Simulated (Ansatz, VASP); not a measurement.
One calculation of Ge, two programs

```
CELL_PARAMETERS angstrom
0.08151 2.91839 2.91839
2.91839 0.08151 2.91839
2.91839 2.91839 0.08151
ATOMIC_POSITIONS crystal
Ge 0.00140 0.00140 0.00140
Ge 0.24860 0.24860 0.24860
```

Change from the starting cell: shear_111 strain +4.3%.

Alike in both runs: task single point; functional PBE; k mesh 8 × 8 × 8; occupations fermi-dirac, width 0.02 eV; no spin polarisation.

|  | VASP | Ansatz |
| --- | --- | --- |
| version | VASP 6.6.1 | Ansatz 0.2.0 |
| potentials or method | VASP PAW PBE potentials, release 64 (Ge_d) | plane waves, PAW |
| plane-wave cutoff (eV) | 500 | 420 |
| valence electrons in the cell | 28 | 28 |

Ansatz gave:

| Property | Result |
| --- | --- |
| pressure (GPa) | 0.3 |
| traceless stress, the component that is largest in VASP (GPa) | -1.61 |
| rms of the force components (eV/Å) | 0.031 |

What did VASP give for the same quantities?

Pressure (GPa): 0.2; traceless stress, the component that is largest in VASP (GPa): -1.61; rms of the force components (eV/Å): 0.029.

Atom by atom the forces differ by 0.001 eV/Å (rms over components).
